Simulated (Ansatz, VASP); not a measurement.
**AlN in VASP and in Ansatz**

```
CELL_PARAMETERS angstrom
3.35520 0.00000 0.00000
-1.67760 2.90569 0.00000
0.00000 0.00000 4.77927
ATOMIC_POSITIONS crystal
Al 0.33333 0.66667 0.00169
Al 0.66667 0.33333 0.50169
N 0.33333 0.66667 0.38331
N 0.66667 0.33333 0.88331
```

Change from the starting cell: strain +0.080 along x and y, -0.040 along z, atoms carried along.

Alike in both runs: task single point; functional r2SCAN; k mesh 12 × 12 × 6; occupations gaussian, width 0.05 eV; no spin polarisation.

|  | VASP | Ansatz |
| --- | --- | --- |
| version | VASP 6.6.1 | Ansatz 0.2.0 |
| potentials or method | VASP PAW PBE potentials, release 64 (Al, N), cutoff 520 eV | scalar-relativistic, plane waves, PAW |
| valence electrons in the cell | 16 | 16 |

```tsv
	VASP	Ansatz	Ansatz less VASP
gap on the k mesh at the Fermi level (eV)	3.64	3.61	-0.027
least direct gap on the mesh (eV)	3.64	3.61	-0.027
pressure (GPa)	-17.3	-16.9	+0.35
traceless stress, the component that is largest in VASP (GPa)	25.86	25.53	-0.334
rms of the force components (eV/Å)	0.742	0.728	-0.0138
```

VASP's potentials were made for PBE, not for r2SCAN. Atom by atom the forces differ by 0.014 eV/Å (rms over components).
